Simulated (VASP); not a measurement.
A run of VASP 6.6.1 is set up as follows.

INCAR

```
SYSTEM = CdS
PREC = Accurate
ENCUT = 520
EDIFF = 1E-6
ISMEAR = -1
SIGMA = 0.03
LREAL = .FALSE.
LASPH = .TRUE.
NELM = 100
ALGO = Normal
ISIF = 2
LWAVE = .FALSE.
LCHARG = .FALSE.
GGA = PS
IBRION = 2
NSW = 50
EDIFFG = -0.01
```

The input KPOINTS:

```
regular mesh
0
G
  8 8 8
  0 0 0
```

POSCAR

```
CdS
1.0
    0.0000000000      2.7877663408      2.7877663408
    2.7877663408      0.0000000000      2.7877663408
    2.7877663408      2.7877663408      0.0000000000
Cd S
1 1
Direct
    0.0000000000      0.0000000000      0.0000000000
    0.7500000000      0.7500000000      0.7500000000
```

Potentials or basis: VASP PAW PBE potentials, release 64 (Cd, S).

The run is started by

```console
$ cat potpaw_PBE.64/Cd/POTCAR potpaw_PBE.64/S/POTCAR > POTCAR
$ mpirun -np 1 vasp_std > vasp.out
```

Problem. Estimate the band gap on the k mesh.

Solution. 1.28 eV.

Final structure:
```
Cd S
1.0
     0.00000    2.78777    2.78777
     2.78777    0.00000    2.78777
     2.78777    2.78777    0.00000
Cd S
1 1
Direct
  0.00000 0.00000 0.00000
  0.75000 0.75000 0.75000
```

Caveat: the relaxation stopped at its first step, so nothing moved.
